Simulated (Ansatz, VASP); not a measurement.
## Two plane-wave programs on BP

```xyz
10
Lattice="-3.0087 3.0087 3.9515 3.0087 -3.0087 3.9515 3.0087 3.0087 -3.9515" Properties=species:S:1:pos:R:3 pbc="T T T"
B     0.8113   -0.8113    2.4475
B     2.1975    2.1975    1.5041
B     0.0000    0.0000    0.0000
B     0.8113    0.8113    5.4556
B    -0.8113    0.8113    2.4475
P     0.8113    0.8113    1.5041
P    -0.8113    0.8113    6.3990
P     0.8113   -0.8113    6.3990
P     2.1975    2.1975   -2.4475
P     0.0000    0.0000    3.9515
```

Alike in both runs: task single point; functional PBE; k mesh 4 × 4 × 4; occupations gaussian, width 0.1 eV; no spin polarisation.

|  | VASP | Ansatz |
| --- | --- | --- |
| version | VASP 6.6.1 | Ansatz 0.2.0 |
| potentials or method | VASP PAW PBE potentials, release 64 (B, P), cutoff 520 eV | scalar-relativistic, plane waves, PAW |
| valence electrons in the cell | 40 | 40 |

Ansatz gave:

- gap on the k mesh at the Fermi level (eV): 1.62
- least direct gap on the mesh (eV): 1.62
- pressure (GPa): 16.8
- traceless stress, the component that is largest in VASP (GPa): 4.52
- rms of the force components (eV/Å): 1.668

Question: Which values does VASP return?

Answer: gap on the k mesh at the Fermi level (eV): 1.60; least direct gap on the mesh (eV): 1.60; pressure (GPa): 16.5; traceless stress, the component that is largest in VASP (GPa): 4.60; rms of the force components (eV/Å): 1.649.

Atom by atom the forces differ by 0.020 eV/Å (rms over components).
